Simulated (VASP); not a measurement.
# FeP3 (Pm-3m) in VASP: further runs, part 2 of 2

VASP 6.6.1. Earlier steps stand in the parts before.

## (3) Single point, PBE, collinear spin, ferromagnetic start

This run uses another cell than the first one, of 15.29 Å³/atom.

File INCAR:

```
PREC     = Accurate       # precision mode
ENCUT    = 520            # plane-wave cutoff, eV
EDIFF    = 1E-7           # SCF threshold, eV
ISMEAR   = 0              # smearing method
SIGMA    = 0.1            # smearing width, eV
LREAL    = False          # projectors in reciprocal space
LASPH    = True           # aspherical terms in the spheres
NELM     = 150            # most SCF steps
ALGO     = Normal         # electronic algorithm
ISIF     = 2              # what is computed and relaxed
LWAVE    = False          # write WAVECAR
LCHARG   = False          # write CHGCAR
ISPIN    = 2              # spin polarisation
MAGMOM   = 4 0 0 0        # initial moments
LORBIT   = 11             # projections on sites
LMAXMIX  = 4              # l up to which the mixer works
GGA      = PE             # functional
NBANDS   = 24             # bands
```

File KPOINTS:

```
Automatic mesh
0
Gamma
  4 4 4
```

File POSCAR:

```
FeP3
1.0
    3.9399955739      0.0000000000      0.0000000000
    0.0000000000      3.9399955739      0.0000000000
    0.0000000000      0.0000000000      3.9399955739
Fe P
1 3
Direct
    0.0000000000      0.0000000000      0.0000000000
    0.0000000000      0.5000000000      0.5000000000
    0.5000000000      0.0000000000      0.5000000000
    0.5000000000      0.5000000000      0.0000000000
```

Potentials or basis: VASP PAW PBE potentials, release 64 (Fe, P).

Started as:

```
$ cat potpaw_PBE.64/Fe/POTCAR potpaw_PBE.64/P/POTCAR > POTCAR
$ mpirun -np 1 vasp_std > vasp.out
```

OUTCAR:

```text
PREC = Accurate
   ENCUT = 520
   EDIFF = 1E-7
   ISMEAR = 0
   LREAL = False
   LASPH = True
   NELM = 150
   ISIF = 2
   ISPIN = 2
   LORBIT = 11
   GGA = PE

 ion  position               nearest neighbor table
   1  0.000  0.000  0.000-   2 2.79   3 2.79   4 2.79   2 2.79   3 2.79   2 2.79   4 2.79   2 2.79
                             3 2.79   4 2.79   3 2.79   4 2.79
   2  0.000  0.500  0.500-   1 2.79   3 2.79   4 2.79   1 2.79   4 2.79   1 2.79   3 2.79   1 2.79
                             3 2.79   4 2.79   4 2.79   3 2.79
[... 738 lines left out ...]
  volume of cell :       61.16
      direct lattice vectors                 reciprocal lattice vectors
     3.939995574  0.000000000  0.000000000     0.253807392  0.000000000  0.000000000
     0.000000000  3.939995574  0.000000000     0.000000000  0.253807392  0.000000000
     0.000000000  0.000000000  3.939995574     0.000000000  0.000000000  0.253807392

 POSITION                                       TOTAL-FORCE (eV/Angst)
 -----------------------------------------------------------------------------------
      0.00000      0.00000      0.00000         0.000000      0.000000      0.000000
      0.00000      1.97000      1.97000         0.000000      0.000000      0.000000
      1.97000      0.00000      1.97000         0.000000      0.000000      0.000000
      1.97000      1.97000      0.00000         0.000000      0.000000      0.000000
 -----------------------------------------------------------------------------------
    total drift:                                0.000000      0.000000     -0.000000

  FREE ENERGIE OF THE ION-ELECTRON SYSTEM (eV)
  ---------------------------------------------------
  free  energy   TOTEN  =       -21.6501337792 eV

  energy  without entropy=      -21.6241466783  energy(sigma->0) =      -21.63714023

 total charge

# of ion       s       p       d       tot
------------------------------------------
    1        0.300   0.260   6.282   6.841
    2        1.164   1.156   0.000   2.319
    3        1.164   1.156   0.000   2.319
    4        1.164   1.156   0.000   2.319
--------------------------------------------------
tot          3.791   3.726   6.282  13.799

 magnetization (x)

# of ion       s       p       d       tot
------------------------------------------
    1        0.009   0.024   2.072   2.105
    2       -0.000  -0.069   0.000  -0.069
    3       -0.000  -0.069   0.000  -0.069
    4       -0.000  -0.069   0.000  -0.069
--------------------------------------------------
tot          0.009  -0.184   2.072   1.897
```

Run time: 80 s. Hardware: 1 thread of Intel Xeon 8259CL, shared host; peak memory 0.19 GiB.

Results:

```yaml
Free_energy: -21.6501 eV
Pressure: -10.6 GPa
Net_moment: 1.71 μB per cell
Site_moments: Fe +2.10; P -0.07 μB
Valence_electrons_inside_the_program's_atomic_spheres: Fe 6.84; P 2.32
```

Levels at points of the mesh, in eV from the Fermi level:
Spin up:
| k point | band 10 | band 11 | band 12 | band 13 | band 14 | band 15 |
| --- | --- | --- | --- | --- | --- | --- |
| (0.00, 0.00, 0.00) | -1.57 | -1.57 | -0.48 | 0.67 | 0.67 | 0.67 |
| (0.50, 0.00, 0.00) | -2.15 | -1.26 | -1.21 | -1.21 | -1.20 | 0.87 |
| (0.50, 0.50, 0.00) | -1.70 | -1.59 | -1.20 | -1.20 | 0.38 | 0.38 |
| (0.50, 0.50, 0.50) | -1.68 | -1.65 | -1.65 | -1.43 | 4.36 | 4.36 |
Spin down:
```csv
k point,band 9,band 10,band 11,band 12,band 13,band 14
"(0.00, 0.00, 0.00)",-0.32,-0.28,-0.25,-0.24,0.48,0.48
"(0.50, 0.00, 0.00)",-1.83,-1.35,-0.17,-0.01,0.49,0.49
"(0.50, 0.50, 0.00)",-1.32,-1.32,-0.32,-0.31,0.56,1.89
"(0.50, 0.50, 0.50)",-0.14,-0.14,0.58,0.58,0.58,4.27
```

Caveat: the k points lie up to 0.40 Å⁻¹ apart; a cell with one magnetic atom can't hold antiferromagnetic order, which such compounds often take.

## (4) Relaxation of cell and atoms, PBE, collinear spin, ferromagnetic start

This run uses another cell than the first one, of 15.29 Å³/atom.

File INCAR:

```
PREC = Accurate ; ENCUT = 600
EDIFF = 1E-7 ; ISMEAR = 0
SIGMA = 0.1 ; LREAL = False
LASPH = True ; NELM = 150
ALGO = Normal ; ISIF = 3
LWAVE = False ; LCHARG = False
ISPIN = 2 ; MAGMOM = 2.35 -0.12 -0.12 -0.12
LORBIT = 11 ; LMAXMIX = 4
GGA = PE ; IBRION = 2
NSW = 90 ; EDIFFG = -0.04
```

KPOINTS is that of step 3.

POSCAR is that of step 3.

Started as:

```
$ cat potpaw_PBE.64/Fe/POTCAR potpaw_PBE.64/P/POTCAR > POTCAR
$ mpirun -np 1 vasp_std > vasp.out
```

Wall time 2 min (1 thread of Intel Xeon 8259CL, shared host); peak memory 0.21 GiB.

The run converged. Its results:

```
Free energy                                           : -21.9854 eV
Relaxed volume                                        : 13.16 Å³/atom
Relaxed cell                                          : a = 3.748 Å, b = 3.748 Å, c = 3.748 Å, α = 90.00°, β = 90.00°, γ = 90.00°
Space group after relaxing (to 0.1 Å)                 : Pm-3m (No. 221)
Energy gained by relaxing                             : 83.8 meV/atom
Ionic steps                                           : 2
Pressure after relaxing                               : 0.2 GPa
Net moment                                            : 1.12 μB per cell
Site moments                                          : Fe +1.38; P -0.04 μB
Valence electrons inside the program's atomic spheres : Fe 7.11; P 2.35
```

Step by step:
| step | energy change (eV) | largest force (eV/Å) | pressure (GPa) | volume (Å³) |
| --- | --- | --- | --- | --- |
| 1 | 0.0000 | 0.0000 | -10.60 | 61.16 |
| 2 | -0.3352 | 0.0000 | 0.21 | 52.64 |

Final structure:
```
Fe P
1.0
     3.74767    0.00000    0.00000
     0.00000    3.74767    0.00000
     0.00000    0.00000    3.74767
Fe P
1 3
Direct
  0.00000 0.00000 0.00000
  0.00000 0.50000 0.50000
  0.50000 0.00000 0.50000
  0.50000 0.50000 0.00000
```

Levels at points of the mesh, in eV from the Fermi level:
Spin up:
```tsv
k point	band 10	band 11	band 12	band 13	band 14	band 15
(0.00, 0.00, 0.00)	-0.89	-0.89	-0.78	1.01	1.01	1.01
(0.50, 0.00, 0.00)	-1.72	-1.54	-0.65	-0.65	-0.40	1.67
(0.50, 0.50, 0.00)	-1.28	-0.91	-0.91	-0.75	1.12	1.12
(0.50, 0.50, 0.50)	-1.16	-0.94	-0.94	-0.94	5.47	5.47
```
Spin down:
```csv
k point,band 9,band 10,band 11,band 12,band 13,band 14
"(0.00, 0.00, 0.00)",-0.70,-0.67,-0.11,-0.11,0.87,0.87
"(0.50, 0.00, 0.00)",-1.58,-1.37,-0.49,0.16,0.49,0.49
"(0.50, 0.50, 0.00)",-0.99,-0.99,-0.46,-0.40,0.62,2.18
"(0.50, 0.50, 0.50)",-0.23,-0.23,0.57,0.57,0.57,5.43
```

Caveat: the k points lie up to 0.42 Å⁻¹ apart in the final cell; a cell with one magnetic atom can't hold antiferromagnetic order, which such compounds often take.

## (5) Single point, PBE, collinear spin, ferromagnetic start

This run uses another cell than the first one, of 13.32 Å³/atom.

File INCAR:

```
SYSTEM = FeP3
ALGO = Normal ; EDIFF = 1E-6
ENCUT = 520 ; GGA = PE
ISIF = 2 ; ISMEAR = 0
ISPIN = 2 ; LASPH = .True.
LCHARG = .False. ; LMAXMIX = 4
LORBIT = 11 ; LREAL = .False.
LWAVE = .False. ; MAGMOM = 1.52 0 0 0
NBANDS = 24 ; NELM = 150
PREC = Accurate ; SIGMA = 0.1
```

File KPOINTS:

```
k-points
0
Gamma
  12 12 12
  0 0 0
```

File POSCAR:

```
FeP3
1.0
    3.7632195373      0.0000000000      0.0000000000
    0.0000000000      3.7632195373      0.0000000000
    0.0000000000      0.0000000000      3.7632195373
Fe P
1 3
Direct
    0.0000000000      0.0000000000      0.0000000000
    0.0000000000      0.5000000000      0.5000000000
    0.5000000000      0.0000000000      0.5000000000
    0.5000000000      0.5000000000      0.0000000000
```

Started as:

```
$ cat potpaw_PBE.64/Fe/POTCAR potpaw_PBE.64/P/POTCAR > POTCAR
$ mpirun -np 1 vasp_std > vasp.out
```

Wall time 6.3 min (1 thread of Intel Xeon 8259CL, shared host); peak memory 0.28 GiB.

It converged, with:

| Quantity | Value |
| --- | --- |
| Free energy | -21.8495 eV |
| Pressure | -0.1 GPa |
| Net moment | 1.82 μB per cell |
| Site moments | Fe +1.89; P -0.01 μB |
| Valence electrons inside the program's atomic spheres | Fe 7.05; P 2.35 |

Levels at points of the mesh, in eV from the Fermi level:
Spin up:
| k point | band 10 | band 11 | band 12 | band 13 | band 14 | band 15 |
| --- | --- | --- | --- | --- | --- | --- |
| (0.00, 0.00, 0.00) | -1.32 | -1.32 | -0.84 | 0.95 | 0.95 | 0.95 |
| (0.50, 0.00, 0.00) | -2.04 | -1.56 | -0.99 | -0.99 | -0.68 | 1.31 |
| (0.50, 0.50, 0.00) | -1.70 | -1.13 | -0.98 | -0.98 | 0.81 | 0.81 |
| (0.50, 0.50, 0.50) | -1.62 | -1.37 | -1.37 | -1.37 | 5.32 | 5.32 |
Spin down:
| k point | band 9 | band 10 | band 11 | band 12 | band 13 | band 14 |
| --- | --- | --- | --- | --- | --- | --- |
| (0.00, 0.00, 0.00) | -0.65 | -0.59 | -0.07 | -0.07 | 0.83 | 0.83 |
| (0.50, 0.00, 0.00) | -1.51 | -1.39 | -0.45 | 0.19 | 0.53 | 0.53 |
| (0.50, 0.50, 0.00) | -1.03 | -1.03 | -0.41 | -0.35 | 0.64 | 2.18 |
| (0.50, 0.50, 0.50) | -0.17 | -0.17 | 0.60 | 0.60 | 0.60 | 5.41 |

Caveat: a cell with one magnetic atom can't hold antiferromagnetic order, which such compounds often take.

## (6) Summary

```tsv
task	cell	k mesh	cutoff (eV)	gap on the mesh (eV)	pressure (GPa)	moment (μB)
single point	a = 3.750 Å, 4 atoms	4 × 4 × 4	520	none	0.0	1.12
single point	a = 3.940 Å, 4 atoms	4 × 4 × 4	520	none	-10.6	1.71
relaxation of cell and atoms	relaxed from a = 3.940 Å, 4 atoms	4 × 4 × 4	600	none	0.2	1.12
single point	a = 3.763 Å, 4 atoms	12 × 12 × 12	520	none	-0.1	1.82
```

Alike in all rows: level PBE; potentials or basis VASP PAW PBE potentials, release 64 (Fe, P); spin collinear, ferromagnetic start; smearing gaussian 0.1 eV.

Caveats: some runs use coarse meshes; a cell with one magnetic atom can't hold antiferromagnetic order, which such compounds often take.

Total energies depend on the potentials used, so only differences within one code and one set of settings carry meaning.
